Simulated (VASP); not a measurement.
# Li2CaO2 in VASP: further runs

Li2CaO2 is run at these levels: PBE; tasks: relaxation of cell and atoms, single point.

Program: VASP 6.6.1. These are calculated values, not measurements. Logs are shortened: lines on timing, memory, paths and dates and some standing lists are left out, and cuts for length are marked.

### Step 1. The cell of the first run

It takes space group P-3m1 (No. 164, trigonal). The conventional cell has a = 3.360 Å, b = 3.360 Å, c = 5.472 Å, α = 90.00°, β = 90.00°, γ = 120.00°. Li (site symmetry 3m) has 4 O at 1.97 to 2.06 Å and 3 Li at 2.32 Å within 2.6 Å. Ca (site symmetry -3m) has 6 O at 2.39 Å and 6 Li at 2.86 Å within 3.2 Å. O (site symmetry 3m) has 4 Li at 1.97 to 2.06 Å and 3 Ca at 2.39 Å within 2.6 Å.

### Step 2. Relaxation of cell and atoms, PBE

The input, INCAR:

```
ALGO = Normal
EDIFF = 1E-6
EDIFFG = -0.04
ENCUT = 600
GGA = PE
IBRION = 2
ISIF = 3
ISMEAR = 0
LASPH = T
LCHARG = F
LREAL = F
LWAVE = F
NELM = 100
NSW = 90
PREC = Accurate
SIGMA = 0.1
```

The input, KPOINTS:

```
k-points
0
Gamma
  6 6 4
```

The input, POSCAR:

```
Li2CaO2
1.0
    3.3597039113      0.0000000000      0.0000000000
   -1.6798519557      2.9095889364      0.0000000000
    0.0000000000      0.0000000000      5.4717747976
Li Ca O
2 1 2
Direct
    0.3333333333      0.6666666667      0.8839502270
    0.6666666667      0.3333333333      0.1160497730
    0.0000000000      0.0000000000      0.5000000000
    0.3333333333      0.6666666667      0.2437330843
    0.6666666667      0.3333333333      0.7562669157
```

Potentials or basis: VASP PAW PBE potentials, release 64 (Li_sv, Ca_sv, O).

On the command line:

```
cat potpaw_PBE.64/Li_sv/POTCAR potpaw_PBE.64/Ca_sv/POTCAR potpaw_PBE.64/O/POTCAR > POTCAR
mpirun -np 1 vasp_std > vasp.out
```

OUTCAR:

```text
EDIFF = 1E-6
   EDIFFG = -0.04
   ENCUT = 600
   GGA = PE
   IBRION = 2
   ISIF = 3
   ISMEAR = 0
   LASPH = T
   LREAL = F
   NELM = 100
   NSW = 90
   PREC = Accurate

 ion  position               nearest neighbor table
   1  0.333  0.667  0.884-   4 1.97   5 2.06   5 2.06   5 2.06   2 2.32   2 2.32   2 2.32   3 2.86
                             3 2.86   3 2.86
   2  0.667  0.333  0.116-   5 1.97   4 2.06   4 2.06   4 2.06   1 2.32   1 2.32   1 2.32   3 2.86
                             3 2.86   3 2.86
   3  0.000  0.000  0.500-   4 2.39   5 2.39   5 2.39   4 2.39   5 2.39   4 2.39   1 2.86   2 2.86
                             1 2.86   2 2.86   2 2.86   1 2.86
   4  0.333  0.667  0.244-   1 1.97   2 2.06   2 2.06   2 2.06   3 2.39   3 2.39   3 2.39
   5  0.667  0.333  0.756-   2 1.97   1 2.06   1 2.06   1 2.06   3 2.39   3 2.39   3 2.39

  LATTYP: Found a hexagonal cell.
 ALAT       =     3.3597039113
 C/A-ratio  =     1.6286479232

  Lattice vectors:

 A1 = (   3.3597039113,   0.0000000000,   0.0000000000)
 A2 = (  -1.6798519557,   2.9095889364,   0.0000000000)
 A3 = (   0.0000000000,   0.0000000000,   5.4717747976)

Analysis of symmetry for initial positions (statically):
=====================================================================
 Subroutine PRICEL returns:
 Original cell was already a primitive cell.

 Routine SETGRP: Setting up the symmetry group for a
 hexagonal supercell.

 Subroutine GETGRP returns: Found 12 space group operations
 (whereof 12 operations were pure point group operations)
 out of a pool of 24 trial point group operations.

The static configuration has the point symmetry D_3d.

Analysis of symmetry for dynamics (positions and initial velocities):
=====================================================================
 Subroutine PRICEL returns:
 Original cell was already a primitive cell.

 Routine SETGRP: Setting up the symmetry group for a
 hexagonal supercell.

 Subroutine GETGRP returns: Found 12 space group operations
 (whereof 12 operations were pure point group operations)
 out of a pool of 24 trial point group operations.

The dynamic configuration has the point symmetry D_3d.

 Subroutine INISYM returns: Found 12 space group operations
 (whereof 12 operations are pure point group operations),
 and found     1 'primitive' translations

----------------------------------------------------------------------------------------

                                     Primitive cell

  volume of cell :      53.4886

  direct lattice vectors                    reciprocal lattice vectors
     3.359703911  0.000000000  0.000000000     0.297645277  0.171845581  0.000000000
    -1.679851956  2.909588936  0.000000000     0.000000000  0.343691161  0.000000000
     0.000000000  0.000000000  5.471774798     0.000000000  0.000000000  0.182756059

  length of vectors
     3.359703911  3.359703911  5.471774798     0.343691161  0.343691161  0.182756059

  position of ions in fractional coordinates (direct lattice)
     0.333333333  0.666666667  0.883950227
     0.666666667  0.333333333  0.116049773
     0.000000000  0.000000000  0.500000000
     0.333333333  0.666666667  0.243733084
     0.666666667  0.333333333  0.756266916

  ion indices of the primitive-cell ions
   primitive index   ion index
                 1           1
                 2           2
                 3           3
                 4           4
                 5           5

----------------------------------------------------------------------------------------

 KPOINTS: k-points

Automatic generation of k-mesh.
 Grid dimensions read from file:
 generate k-points for:    6    6    4

 Generating k-lattice:

  Cartesian coordinates                     Fractional coordinates (reciprocal lattice)
     0.049607546  0.028640930  0.000000000     0.166666667 -0.000000000  0.000000000
     0.000000000  0.057281860  0.000000000     0.000000000  0.166666667  0.000000000
     0.000000000  0.000000000  0.045689015     0.000000000  0.000000000  0.250000000

  Length of vectors
     0.057281860  0.057281860  0.045689015

  Shift w.r.t. Gamma in fractional coordinates (k-lattice)
     0.000000000  0.000000000  0.000000000

 Subroutine IBZKPT returns following result:
 ===========================================

 Found     24 irreducible k-points:

 Following reciprocal coordinates:
            Coordinates               Weight
  0.000000  0.000000  0.000000      1.000000
  0.166667  0.000000  0.000000      6.000000
  0.333333 -0.000000  0.000000      6.000000
  0.500000  0.000000  0.000000      3.000000
  0.166667  0.166667  0.000000      6.000000
  0.333333  0.166667  0.000000     12.000000
[... 16 lines left out ...]
  0.333333  0.166667  0.500000     12.000000
  0.333333  0.333333  0.500000      2.000000
   k-points           NKPTS =     24   k-points in BZ     NKDIM =     24   number of bands    NBANDS=     18
   number of dos      NEDOS =    301   number of ions     NIONS =      5
   total plane-waves  NPLWV =  37632
   dimension x,y,z NGX =    28 NGY =   28 NGZ =   48
   dimension x,y,z NGXF=    56 NGYF=   56 NGZF=   96
   ions per type =               2   1   2
   NGX,Y,Z   is equivalent  to a cutoff of  13.86, 13.86, 14.58 a.u.
   NGXF,Y,Z  is equivalent  to a cutoff of  27.71, 27.71, 29.17 a.u.
 SYSTEM =  unknown system
   PREC   = accura    normal or accurate (medium, high low for compatibility)
   ISTART =      0    job   : 0-new  1-cont  2-samecut
   ICHARG =      2    charge: 1-file 2-atom 10-const
   ISPIN  =      1    spin polarized calculation?
   LNONCOLLINEAR =      F non collinear calculations
   LSORBIT =      F    spin-orbit coupling
   LASPH  =      T    aspherical Exc in radial PAW
   ENCUT  =  600.0 eV  44.10 Ry    6.64 a.u.   6.71  6.71 10.93*2*pi/ulx,y,z
   NELM   =    100;   NELMIN=  2; NELMDL= -5     # of ELM steps
   EDIFF  = 0.1E-05   stopping-criterion for ELM
   LREAL  =      F    real-space projection
   EDIFFG = -.4E-01   stopping-criterion for IOM
   NSW    =     90    number of steps for IOM
   IBRION =      2    ionic relax: 0-MD 1-quasi-New 2-CG
   NFREE  =      1    steps in history (QN), initial steepest desc. (CG)
   ISIF   =      3    stress and relaxation
   ISYM   =      2    0-nonsym 1-usesym 2-fastsym
   POTIM  = 0.5000    time-step for ionic-motion
   TEBEG  =    0.0;   TEEND  =   0.0 temperature during run
   PSTRESS=    0.0 pullay stress
   NELECT =      28.0000    total number of electrons
   NUPDOWN=      -1.0000    fix difference up-down
   EMIN   =  10.00;   EMAX   =-10.00  energy-range for DOS
   EFERMI =   0.00;   METHOD = LEGACY
   ISMEAR =     0;   SIGMA  =   0.10  broadening in eV -4-tet -1-fermi 0-gaus
   EFERMI_NEDOS =   21; number of points for ismear=-14 and -15
   IALGO  =     38    algorithm
   IMIX   =      4    mixing-type and parameters
     AMIX     =   0.40;   BMIX     =  1.00
     AMIX_MAG =   1.60;   BMIX_MAG =  1.00
  volume/ion in A,a.u.               =      10.70        72.19
  Fermi-wavevector in a.u.,A,eV,Ry     =   1.319392  2.493290 23.684962  1.740796
  Thomas-Fermi vector in A             =   2.449294
   LORBIT       =      0    0 simple, 1 ext, 2 COOP (PROOUT), +10 PAW based schemes
   GGA     = PE    functional components
   LHFCALC =     F    Hartree Fock is set to
   AEXX    =    0.0000 exact exchange contribution
   IVDW    =     0    specifies the selected vdW correction
   LEPSILON=     F    determine dielectric tensor
   LRPA    =     F    only Hartree local field effects (RPA)
 conjugate gradient relaxation of ions
 non-spin polarized calculation
 Gauss-broadening in eV      SIGMA  =   0.10
  energy-cutoff  :      600.00
  volume of cell :       53.49
 maximum number of plane-waves:      1822
 NGX is ok and might be reduce to    28
   NGX = 13   NGY = 13   NGZ = 21

 number of electron      28.0000007 magnetization

 Free energy of the ion-electron system (eV)
  ---------------------------------------------------
  ext. energy  EPLUGINS =         0.00000000
  ---------------------------------------------------
  free energy    TOTEN  =       -27.04518570 eV

  energy without entropy =      -27.04518570  energy(sigma->0) =      -27.04518570

 E-fermi :   2.2802     XC(G=0): -10.0322

 val. band max:        1.7599140919   @ k =   0.0000   0.0000   0.0000
 cond. band min:       6.4149656145   @ k =   0.5000   0.0000   0.0000
 fundamental gap:      4.6550515226
 Fermi energy:         2.2802046890

 k-point     1 :       0.0000    0.0000    0.0000
  band No.  band energies     occupation
      1     -41.3513      2.00000
      2     -41.1948      2.00000
      3     -35.7821      2.00000
      4     -17.2323      2.00000
      5     -16.6193      2.00000
      6     -16.6193      2.00000
[... 10 lines left out ...]
     17       8.8976      0.00000
     18       8.8976      0.00000

 k-point     2 :       0.1667    0.0000    0.0000
  band No.  band energies     occupation
      1     -41.3403      2.00000
      2     -41.2025      2.00000
      3     -35.7632      2.00000
      4     -17.1468      2.00000
      5     -16.8494      2.00000
      6     -16.6516      2.00000
[... 10 lines left out ...]
     17       8.5892      0.00000
     18       9.2761      0.00000

 k-point     3 :       0.3333   -0.0000    0.0000
  band No.  band energies     occupation
      1     -41.3132      2.00000
      2     -41.2232      2.00000
      3     -35.7251      2.00000
      4     -17.2670      2.00000
      5     -16.9348      2.00000
      6     -16.7154      2.00000
[... 412 lines left out ...]
 k-point    23 :       0.3333    0.1667    0.5000
  band No.  band energies     occupation
      1     -41.2925      2.00000
      2     -41.2407      2.00000
      3     -35.7059      2.00000
      4     -17.3340      2.00000
      5     -16.9001      2.00000
      6     -16.8198      2.00000
[... 10 lines left out ...]
     17       9.4910      0.00000
     18      10.0641      0.00000

 k-point    24 :       0.3333    0.3333    0.5000
  band No.  band energies     occupation
      1     -41.2657      2.00000
      2     -41.2657      2.00000
      3     -35.6963      2.00000
      4     -17.1670      2.00000
      5     -17.1670      2.00000
      6     -16.7988      2.00000
[... 10 lines left out ...]
     17       9.4667      0.00000
     18       9.6203      0.00000

------------------------ aborting loop because EDIFF is reached ----------------------------------------

  FORCE on cell =-STRESS in cart. coord.  units (eV):
  Direction    XX          YY          ZZ          XY          YZ          ZX
  --------------------------------------------------------------------------------------
  -------------------------------------------------------------------------------------
  Total        0.0216427      0.0216427      0.0553510     -0.0000000      0.0000000      0.0000000
  in kB        0.6482789      0.6482789      1.6579645     -0.0000000      0.0000000      0.0000000
  external PRESSURE =       0.9848408 kB  Pullay stress =       0.0000000 kB

 VOLUME and BASIS-vectors are now :
 -----------------------------------------------------------------------------
  energy-cutoff  :      600.00
  volume of cell :       53.49
      direct lattice vectors                 reciprocal lattice vectors
     3.359703911  0.000000000  0.000000000     0.297645277  0.171845581  0.000000000
    -1.679851956  2.909588936  0.000000000     0.000000000  0.343691161  0.000000000
     0.000000000  0.000000000  5.471774798     0.000000000  0.000000000  0.182756059

 POSITION                                       TOTAL-FORCE (eV/Angst)
 -----------------------------------------------------------------------------------
     -0.00000      1.93973      4.83678         0.000000     -0.000000     -0.010233
      1.67985      0.96986      0.63500        -0.000000      0.000000      0.010233
      0.00000      0.00000      2.73589        -0.000000      0.000000      0.000000
     -0.00000      1.93973      1.33365        -0.000000     -0.000000     -0.027227
      1.67985      0.96986      4.13812        -0.000000      0.000000      0.027227
 -----------------------------------------------------------------------------------
    total drift:                                0.000000     -0.000000     -0.000000

  FREE ENERGIE OF THE ION-ELECTRON SYSTEM (eV)
  ---------------------------------------------------
  free  energy   TOTEN  =       -27.0451856970 eV

  energy  without entropy=      -27.0451856970  energy(sigma->0) =      -27.04518570

 reached required accuracy - stopping structural energy minimisation
```

Wall time 20 s (1 thread of Intel Xeon 6975P-C (Granite Rapids), shared host); peak memory 0.19 GiB.

Results:

| Item | Value |
| --- | --- |
| Free energy | -27.0452 eV |
| Pressure after relaxing | 0.1 GPa |
| Largest force after relaxing | 0.027 eV/Å |
| Band gap on the k mesh | 4.66 eV (least direct gap 4.86 eV) |

Forces on the atoms (eV/Å):
```
Li   0.000  0.000 -0.010
Li   0.000  0.000  0.010
Ca   0.000  0.000  0.000
O    0.000  0.000 -0.027
O    0.000  0.000  0.027
```

Stress tensor (GPa, compression positive):
```
0.06 0.00 0.00
0.00 0.06 0.00
0.00 0.00 0.17
```

Final structure:
```cif
data_structure
_symmetry_space_group_name_H-M 'P 1'
_symmetry_Int_Tables_number 1
_cell_length_a 3.3597
_cell_length_b 3.3597
_cell_length_c 5.4718
_cell_angle_alpha 90.000
_cell_angle_beta 90.000
_cell_angle_gamma 120.000
_cell_volume 53.49
loop_
_atom_site_label
_atom_site_type_symbol
_atom_site_fract_x
_atom_site_fract_y
_atom_site_fract_z
_atom_site_occupancy
Li1 Li 0.33333 0.66667 0.88395 1
Li2 Li 0.66667 0.33333 0.11605 1
Ca1 Ca 0.00000 0.00000 0.50000 1
O1 O 0.33333 0.66667 0.24373 1
O2 O 0.66667 0.33333 0.75627 1
```

Levels at points of the mesh, in eV from the valence-band top:
```tsv
k point	band 11	band 12	band 13	band 14	band 15	band 16	band 17	band 18
(0.00, 0.00, 0.00)	-0.86	-0.08	0.00	0.00	4.86	6.46	7.14	7.14
(0.50, 0.00, 0.00)	-1.24	-1.02	-0.86	-0.82	4.66	7.39	8.71	8.98
(0.00, 0.00, 0.50)	-0.65	-0.65	-0.26	-0.26	6.30	6.76	6.80	7.03
(0.50, 0.00, 0.50)	-1.32	-1.27	-0.46	-0.36	4.99	6.47	8.24	8.79
```

Caveat: the cutoff is under 1.25 times the usual one of these potentials, so pressure, stress and relaxed cells hold a basis-set (Pulay) error; the relaxation stopped at its first step, so nothing moved.

(Part 1 of 2 ends here.)
